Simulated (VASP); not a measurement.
Here is a VASP 6.6.1 calculation.

Contents of INCAR:

```
SYSTEM = Ru
  ALGO = Normal
  EDIFF = 1E-6
  ENCUT = 520
  GGA = PE
  ISIF = 2
  ISMEAR = -1
  LASPH = .True.
  LCHARG = .True.
  LELF = .True.
  LREAL = .False.
  LVHAR = .True.
  LWAVE = .False.
  NBANDS = 21
  NELM = 100
  PREC = Accurate
  SIGMA = 0.03
```

File KPOINTS:

```
k-points
0
Gamma
  14 14 8
  0 0 0
```

Contents of POSCAR:

```
Ru
1.0
    2.6516833475      0.0000000000      0.0000000000
   -1.3258416738      2.2964251418      0.0000000000
    0.0000000000      0.0000000000      4.2819000000
Ru
2
Direct
    0.3333333333      0.6666666667      0.2500000000
    0.6666666667      0.3333333333      0.7500000000
```

Potentials or basis: VASP PAW PBE potentials, release 64 (Ru_pv).

The run is started by

```console
$ cat potpaw_PBE.64/Ru_pv/POTCAR > POTCAR
$ mpirun -np 1 vasp_std > vasp.out
```

(1) What does it give for the band gap on the k mesh?

(2) Estimate the pressure.

## Answers

(1) zero (band 14 reaches 15.43 eV, above the bottom of band 15 at 12.03 eV).

(2) 19.3 GPa.

Caveat: the cell differs from its parent crystal (equal xx and yy strain of -2 %).
